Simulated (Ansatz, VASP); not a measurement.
One calculation of HfMg2C2, two programs

```
Mg Hf C
1.0
     3.66442    0.00000    0.00000
     0.00000    3.66442    0.00000
     0.00000    0.00000    5.47933
Mg Hf C
2 1 2
Direct
  0.00000 0.00000 0.00000
  0.50000 0.50000 0.00000
  0.50000 0.50000 0.50000
  0.50000 0.00000 0.74800
  0.00000 0.50000 0.25200
```

Change from the starting cell: ordered mixture with vacancies on the cation sites of antifluorite (P-4m2, No. 115).

Alike in both runs: task relaxation of cell and atoms; functional PBE; k mesh 10 × 10 × 8; occupations gaussian, width 0.02 eV; no spin polarisation.

|  | VASP | Ansatz |
| --- | --- | --- |
| version | VASP 6.6.1 | Ansatz 0.2.0 |
| potentials or method | VASP PAW PBE potentials, release 64 (Mg, Hf_pv, C), cutoff 600 eV | scalar-relativistic, plane waves, PAW |
| valence electrons in the cell | 22 | 54 |

|  | VASP | Ansatz | Ansatz less VASP |
| --- | --- | --- | --- |
| gap on the k mesh at the Fermi level, each at its own relaxed structure (eV) | 0.46 | 0.46 | +0.003 |
| relaxed volume (Å³/atom) | 14.66 | 14.70 | +0.036 |
| relaxed length of the cell vector where the two differ most in proportion (Å) | 3.657 | 3.660 | +0.0031 |

VASP's potentials hold 22 valence electrons a cell and Ansatz's 54, so a difference there can come from the potentials and not from the codes.

Spin-orbit coupling is off throughout.
